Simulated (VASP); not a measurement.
# Mo (Fm-3m) in VASP: a series of runs

The runs below take Mo through single point, relaxation of cell and atoms, with BLYP.

Program: VASP 6.6.1. These are calculated values, not measurements. Logs are shortened: lines on timing, memory, paths and dates and some standing lists are left out, and cuts for length are marked.

**1. The cell of the first run**

It takes space group Fm-3m (No. 225, cubic). The conventional cell has a = 4.055 Å, b = 4.055 Å, c = 4.055 Å, α = 90.00°, β = 90.00°, γ = 90.00°. Mo (site symmetry m-3m) has 12 Mo at 2.87 Å within 3.8 Å.

**2. Single point, BLYP**

File INCAR:

```
AGGAC    = 1.0          
AGGAX    = 1.0          
ALDAC    = 0.0          
ALDAX    = 1.0          
ALGO     = Normal         # electronic algorithm
EDIFF    = 1E-7           # SCF threshold, eV
ENCUT    = 520            # plane-wave cutoff, eV
GGA      = B5             # functional
ISIF     = 2              # what is computed and relaxed
ISMEAR   = -1             # smearing method
LASPH    = True           # aspherical terms in the spheres
LCHARG   = False          # write CHGCAR
LREAL    = False          # projectors in reciprocal space
LWAVE    = False          # write WAVECAR
NBANDS   = 13             # bands
NELM     = 60             # most SCF steps
PREC     = Accurate       # precision mode
SIGMA    = 0.1            # smearing width, eV
```

File KPOINTS:

```
k-points
0
Gamma
  15 15 15
```

File POSCAR:

```
Mo
1.0
    0.0000000000      2.0275507014      2.0275507014
    2.0275507014      0.0000000000      2.0275507014
    2.0275507014      2.0275507014      0.0000000000
Mo
1
Direct
    0.0000000000      0.0000000000      0.0000000000
```

Potentials or basis: VASP PAW PBE potentials, release 64 (Mo_sv).

Launch:

```sh
> cat potpaw_PBE.64/Mo_sv/POTCAR > POTCAR
> mpirun -np 1 vasp_std > vasp.out
```

OUTCAR:

```text
EDIFF = 1E-7
   ENCUT = 520
   GGA = B5
   ISIF = 2
   ISMEAR = -1
   LASPH = True
   LREAL = False
   NELM = 60
   PREC = Accurate

 ion  position               nearest neighbor table
   1  0.000  0.000  0.000-

  LATTYP: Found a face centered cubic cell.
 ALAT       =     4.0551014028

  Lattice vectors:

 A1 = (   0.0000000000,   2.0275507014,   2.0275507014)
 A2 = (   2.0275507014,   0.0000000000,   2.0275507014)
 A3 = (   2.0275507014,   2.0275507014,   0.0000000000)

Analysis of symmetry for initial positions (statically):
=====================================================================
 Subroutine PRICEL returns:
 Original cell was already a primitive cell.

 Routine SETGRP: Setting up the symmetry group for a
 face centered cubic supercell.

 Subroutine GETGRP returns: Found 48 space group operations
 (whereof 48 operations were pure point group operations)
 out of a pool of 48 trial point group operations.

The static configuration has the point symmetry O_h .

Analysis of symmetry for dynamics (positions and initial velocities):
=====================================================================
 Subroutine PRICEL returns:
 Original cell was already a primitive cell.

 Routine SETGRP: Setting up the symmetry group for a
 face centered cubic supercell.

 Subroutine GETGRP returns: Found 48 space group operations
 (whereof 48 operations were pure point group operations)
 out of a pool of 48 trial point group operations.

The dynamic configuration has the point symmetry O_h .

 Subroutine INISYM returns: Found 48 space group operations
 (whereof 48 operations are pure point group operations),
 and found     1 'primitive' translations

----------------------------------------------------------------------------------------

                                     Primitive cell

  volume of cell :      16.6704

  direct lattice vectors                    reciprocal lattice vectors
     0.000000000  2.027550701  2.027550701    -0.246602958  0.246602958  0.246602958
     2.027550701  0.000000000  2.027550701     0.246602958 -0.246602958  0.246602958
     2.027550701  2.027550701  0.000000000     0.246602958  0.246602958 -0.246602958

  length of vectors
     2.867389700  2.867389700  2.867389700     0.427128852  0.427128852  0.427128852

  position of ions in fractional coordinates (direct lattice)
     0.000000000  0.000000000  0.000000000

  ion indices of the primitive-cell ions
   primitive index   ion index
                 1           1

----------------------------------------------------------------------------------------

 KPOINTS: k-points

Automatic generation of k-mesh.
 Grid dimensions read from file:
 generate k-points for:   15   15   15

 Generating k-lattice:

  Cartesian coordinates                     Fractional coordinates (reciprocal lattice)
    -0.016440197  0.016440197  0.016440197     0.066666667  0.000000000  0.000000000
     0.016440197 -0.016440197  0.016440197     0.000000000  0.066666667  0.000000000
     0.016440197  0.016440197 -0.016440197     0.000000000  0.000000000  0.066666667

  Length of vectors
     0.028475257  0.028475257  0.028475257

  Shift w.r.t. Gamma in fractional coordinates (k-lattice)
     0.000000000  0.000000000  0.000000000

 Subroutine IBZKPT returns following result:
 ===========================================

 Found    120 irreducible k-points:

 Following reciprocal coordinates:
            Coordinates               Weight
  0.000000  0.000000  0.000000      1.000000
  0.066667  0.000000  0.000000      8.000000
  0.133333  0.000000  0.000000      8.000000
  0.200000  0.000000  0.000000      8.000000
  0.266667  0.000000  0.000000      8.000000
  0.333333  0.000000  0.000000      8.000000
[... 16 lines left out ...]
  0.133333  0.133333  0.000000      6.000000
  0.200000  0.133333  0.000000     24.000000
 [... further k-points ...]
   k-points           NKPTS =    120   k-points in BZ     NKDIM =    120   number of bands    NBANDS=     13
   number of dos      NEDOS =    301   number of ions     NIONS =      1
   total plane-waves  NPLWV =  13824
   dimension x,y,z NGX =    24 NGY =   24 NGZ =   24
   dimension x,y,z NGXF=    48 NGYF=   48 NGZF=   48
   ions per type =               1
   NGX,Y,Z   is equivalent  to a cutoff of  13.91, 13.91, 13.91 a.u.
   NGXF,Y,Z  is equivalent  to a cutoff of  27.83, 27.83, 27.83 a.u.
 SYSTEM =  unknown system
   PREC   = accura    normal or accurate (medium, high low for compatibility)
   ISTART =      0    job   : 0-new  1-cont  2-samecut
   ICHARG =      2    charge: 1-file 2-atom 10-const
   ISPIN  =      1    spin polarized calculation?
   LNONCOLLINEAR =      F non collinear calculations
   LSORBIT =      F    spin-orbit coupling
   LASPH  =      T    aspherical Exc in radial PAW
   ENCUT  =  520.0 eV  38.22 Ry    6.18 a.u.   5.33  5.33  5.33*2*pi/ulx,y,z
   NELM   =     60;   NELMIN=  2; NELMDL= -5     # of ELM steps
   EDIFF  = 0.1E-06   stopping-criterion for ELM
   LREAL  =      F    real-space projection
   EDIFFG = 0.1E-05   stopping-criterion for IOM
   NSW    =      0    number of steps for IOM
   IBRION =     -1    ionic relax: 0-MD 1-quasi-New 2-CG
   NFREE  =      0    steps in history (QN), initial steepest desc. (CG)
   ISIF   =      2    stress and relaxation
   ISYM   =      2    0-nonsym 1-usesym 2-fastsym
   POTIM  = 0.5000    time-step for ionic-motion
   TEBEG  =    0.0;   TEEND  =   0.0 temperature during run
   PSTRESS=    0.0 pullay stress
   NELECT =      14.0000    total number of electrons
   NUPDOWN=      -1.0000    fix difference up-down
   EMIN   =  10.00;   EMAX   =-10.00  energy-range for DOS
   EFERMI =   0.00;   METHOD = LEGACY
   ISMEAR =    -1;   SIGMA  =   0.10  broadening in eV -4-tet -1-fermi 0-gaus
   EFERMI_NEDOS =   21; number of points for ismear=-14 and -15
   IALGO  =     38    algorithm
   IMIX   =      4    mixing-type and parameters
     AMIX     =   0.40;   BMIX     =  1.00
     AMIX_MAG =   1.60;   BMIX_MAG =  1.00
  volume/ion in A,a.u.               =      16.67       112.50
  Fermi-wavevector in a.u.,A,eV,Ry     =   1.544552  2.918780 32.458603  2.385640
  Thomas-Fermi vector in A             =   2.650056
   LORBIT       =      0    0 simple, 1 ext, 2 COOP (PROOUT), +10 PAW based schemes
   GGA     = B5    functional components
   LHFCALC =     F    Hartree Fock is set to
   AEXX    =    0.0000 exact exchange contribution
   IVDW    =     0    specifies the selected vdW correction
   LEPSILON=     F    determine dielectric tensor
   LRPA    =     F    only Hartree local field effects (RPA)
 non-spin polarized calculation
  energy-cutoff  :      520.00
  volume of cell :       16.67
 maximum number of plane-waves:       463
 NGX is ok and might be reduce to    24
   NGX = 11   NGY = 11   NGZ = 11

 number of electron      14.0000002 magnetization

 Free energy of the ion-electron system (eV)
  ---------------------------------------------------
  ext. energy  EPLUGINS =         0.00000000
  ---------------------------------------------------
  free energy    TOTEN  =        -9.13288400 eV

  energy without entropy =       -9.08675294  energy(sigma->0) =       -9.10981847

 E-fermi :  11.7294     XC(G=0): -12.3785

 val. band max:       11.7271304968   @ k =   0.4000   0.0667   0.0000
 cond. band min:      11.7420670329   @ k =  -0.4000   0.2000   0.0667
 fundamental gap:      0.0149365361
 Fermi energy:        11.7293768710

 k-point     1 :       0.0000    0.0000    0.0000
  band No.  band energies     occupation
      1     -48.8201      2.00000
      2     -22.3704      2.00000
      3     -22.3704      2.00000
      4     -22.3704      2.00000
      5       5.3140      2.00000
      6      11.0192      1.99835
      7      11.0192      1.99835
      8      11.0192      1.99835
      9      13.5295      0.00000
     10      13.5295      0.00000
     11      24.9788      0.00000
     12      30.0387      0.00000
     13      30.0387      0.00000

 k-point     2 :       0.0667    0.0000    0.0000
  band No.  band energies     occupation
      1     -48.8119      2.00000
      2     -22.4230      2.00000
      3     -22.3771      2.00000
      4     -22.3771      2.00000
      5       5.4878      2.00000
      6      10.9084      1.99946
      7      11.0968      1.99643
      8      11.0968      1.99643
      9      13.4709      0.00000
     10      13.4709      0.00000
     11      25.3041      0.00000
     12      29.3039      0.00000
     13      30.3454      0.00000

 k-point     3 :       0.1333    0.0000    0.0000
  band No.  band energies     occupation
      1     -48.7885      2.00000
      2     -22.5701      2.00000
      3     -22.3960      2.00000
      4     -22.3960      2.00000
      5       5.9739      2.00000
      6      10.6487      1.99996
      7      11.2838      1.97705
      8      11.2838      1.97705
      9      13.3621      0.00000
     10      13.3621      0.00000
     11      26.1417      0.00000
     12      27.9520      0.00000
     13      31.2278      0.00000
[... 305 lines left out ...]
 k-point    23 :       0.1333    0.1333    0.0000
  band No.  band energies     occupation
      1     -48.7780      2.00000
      2     -22.5639      2.00000
      3     -22.4402      2.00000
      4     -22.4402      2.00000
      5       6.1957      2.00000
      6      10.2819      2.00000
      7      11.5590      1.69213
      8      11.5590      1.69213
      9      12.6940      0.00013
     10      13.8023      0.00000
     11      26.6315      0.00000
     12      28.8828      0.00000
     13      30.5068      0.00000

 k-point    24 :       0.2000    0.1333    0.0000
  band No.  band energies     occupation
      1     -48.7523      2.00000
      2     -22.7023      2.00000
      3     -22.4755      2.00000
      4     -22.4659      2.00000
      5       6.7180      2.00000
      6       9.9675      2.00000
      7      11.7122      1.08558
      8      11.8224      0.56568
      9      12.5367      0.00062
     10      13.9458      0.00000
     11      27.5409      0.00000
     12      28.0761      0.00000
     13      30.8247      0.00000

 [... further k-points ...]
[... 5 lines left out ...]
  --------------------------------------------------------------------------------------
  -------------------------------------------------------------------------------------
  Total        0.1136414      0.1136414      0.1136414      0.0000000      0.0000000      0.0000000
  in kB       10.9219948     10.9219948     10.9219948      0.0000000      0.0000000      0.0000000
  external PRESSURE =      10.9219948 kB  Pullay stress =       0.0000000 kB

 VOLUME and BASIS-vectors are now :
 -----------------------------------------------------------------------------
  energy-cutoff  :      520.00
  volume of cell :       16.67
      direct lattice vectors                 reciprocal lattice vectors
     0.000000000  2.027550701  2.027550701    -0.246602958  0.246602958  0.246602958
     2.027550701  0.000000000  2.027550701     0.246602958 -0.246602958  0.246602958
     2.027550701  2.027550701  0.000000000     0.246602958  0.246602958 -0.246602958

 POSITION                                       TOTAL-FORCE (eV/Angst)
 -----------------------------------------------------------------------------------
      0.00000      0.00000      0.00000         0.000000      0.000000      0.000000
 -----------------------------------------------------------------------------------
    total drift:                               -0.000000     -0.000000     -0.000000

  FREE ENERGIE OF THE ION-ELECTRON SYSTEM (eV)
  ---------------------------------------------------
  free  energy   TOTEN  =        -9.1328840006 eV

  energy  without entropy=       -9.0867529435  energy(sigma->0) =       -9.10981847
```

Run time: 18 s. Hardware: 1 thread of AMD EPYC 9R45 (Zen 5), shared host; peak memory 0.12 GiB.

Results:

| Item | Value |
| --- | --- |
| Free energy | -9.1329 eV |
| Pressure | 1.1 GPa |
| Band gap on the k mesh | zero (band 7 reaches 15.40 eV, above the bottom of band 8 at 11.02 eV) |

Levels at points of the mesh, in eV from the Fermi level:
```
           k point  band 5  band 6  band 7  band 8  band 9  band 10
(0.00, 0.00, 0.00)   -6.42   -0.71   -0.71   -0.71    1.80     1.80
```

Caveat: the PAW data sets were made with another functional, which shifts forces and pressure a little.

**3. Single point, BLYP (volume scaled by 1.04)**

File INCAR:

```
AGGAC = 1.0
AGGAX = 1.0
ALDAC = 0.0
ALDAX = 1.0
ALGO = Normal
EDIFF = 1E-6
ENCUT = 520
GGA = B5
ISIF = 2
ISMEAR = -1
LASPH = True
LCHARG = False
LREAL = False
LWAVE = False
NBANDS = 13
NELM = 100
PREC = Accurate
SIGMA = 0.1
```

KPOINTS is that of step 2.

File POSCAR:

```
Mo
1.0
    0.0000000000      2.0542320598      2.0542320598
    2.0542320598      0.0000000000      2.0542320598
    2.0542320598      2.0542320598      0.0000000000
Mo
1
Direct
    0.0000000000      0.0000000000      0.0000000000
```

Potentials or basis: VASP PAW PBE potentials, release 64 (Mo_sv).

Launch:

```sh
> cat potpaw_PBE.64/Mo_sv/POTCAR > POTCAR
> mpirun -np 1 vasp_std > vasp.out
```

Run time: 15 s. Hardware: 1 thread of AMD EPYC 9R45 (Zen 5), shared host; peak memory 0.12 GiB.

It converged, with:

- Free energy: -9.1207 eV
- Pressure: -6.8 GPa
- Band gap on the k mesh: zero (band 7 reaches 14.62 eV, above the bottom of band 8 at 10.49 eV)

Levels at points of the mesh, in eV from the Fermi level:
```tsv
k point	band 4	band 5	band 6	band 7	band 8	band 9	band 10	band 11
(0.00, 0.00, 0.00)	-34.19	-6.29	-0.66	-0.66	-0.66	1.71	1.71	13.21
```

Caveat: the PAW data sets were made with another functional, which shifts forces and pressure a little.

**4. Single point, BLYP (volume scaled by 1.08)**

File INCAR:

```
SYSTEM = Mo
AGGAC    = 1.0          
AGGAX    = 1.0          
ALDAC    = 0.0          
ALDAX    = 1.0          
ALGO     = Normal         ! electronic algorithm
EDIFF    = 1E-7           ! SCF threshold, eV
ENCUT    = 520            ! plane-wave cutoff, eV
GGA      = B5             ! functional
ISIF     = 2              ! what is computed and relaxed
ISMEAR   = -1             ! smearing method
LASPH    = .True.         ! aspherical terms in the spheres
LCHARG   = .True.         ! write CHGCAR
LELF     = .True.         ! ELF
LREAL    = .False.        ! projectors in reciprocal space
LVHAR    = .True.       
LWAVE    = .False.        ! write WAVECAR
NBANDS   = 13             ! bands
NELM     = 60             ! most SCF steps
PREC     = Accurate       ! precision mode
SIGMA    = 0.1            ! smearing width, eV
```

File KPOINTS:

```
k-points
0
Gamma
  15 15 15
  0 0 0
```

File POSCAR:

```
Mo
1.0
    0.0000000000      2.0802377580      2.0802377580
    2.0802377580      0.0000000000      2.0802377580
    2.0802377580      2.0802377580      0.0000000000
Mo
1
Direct
    0.0000000000      0.0000000000      0.0000000000
```

Launch:

```sh
> cat potpaw_PBE.64/Mo_sv/POTCAR > POTCAR
> mpirun -np 1 vasp_std > vasp.out
```

Run time: 18 s. Hardware: 1 thread of AMD EPYC 9R45 (Zen 5), shared host; peak memory 0.12 GiB.

It converged, with:

```
Free energy            : -9.0788 eV
Pressure               : -13.2 GPa
Band gap on the k mesh : zero (band 7 reaches 13.89 eV, above the bottom of band 8 at 9.99 eV)
```

Levels at points of the mesh, in eV from the Fermi level:
```tsv
k point	band 4	band 5	band 6	band 7	band 8	band 9	band 10	band 11
(0.00, 0.00, 0.00)	-34.27	-6.17	-0.62	-0.62	-0.62	1.62	1.62	13.17
```

Caveat: the PAW data sets were made with another functional, which shifts forces and pressure a little.

[end of part 1 of 2]
